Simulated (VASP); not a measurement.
Crystal: BiAu.

```
CELL_PARAMETERS angstrom
0.00000 2.96974 2.96974
2.96974 0.00000 2.96974
2.96974 2.96974 0.00000
ATOMIC_POSITIONS crystal
Au 0.50000 0.50000 0.50000
Bi 0.00000 0.00000 0.00000
```

Program: VASP 6.6.1. Alike in all runs: task single point; no spin polarisation; cell as given; k mesh 10 × 10 × 10; cutoff (eV) 520; smearing gaussian 0.05 eV.

Q: Order these runs on this cell by their pressure, lowest first.
A. level r2SCAN; potentials or basis VASP PAW PBE potentials, release 64 (Au, Bi_d)
B. level PBEsol; potentials or basis VASP PAW PBE potentials, release 64 (Au, Bi_d)
C. level LDA; potentials or basis VASP PAW LDA potentials, release 64 (Au, Bi_d)
D. level PBE; potentials or basis VASP PAW PBE potentials, release 64 (Au, Bi_d)

A: C (-6.0 GPa), B (-4.1 GPa), A (-2.2 GPa), D (0.0 GPa).

Caveats: the PAW data sets were made with another functional, which shifts forces and pressure a little (some runs).
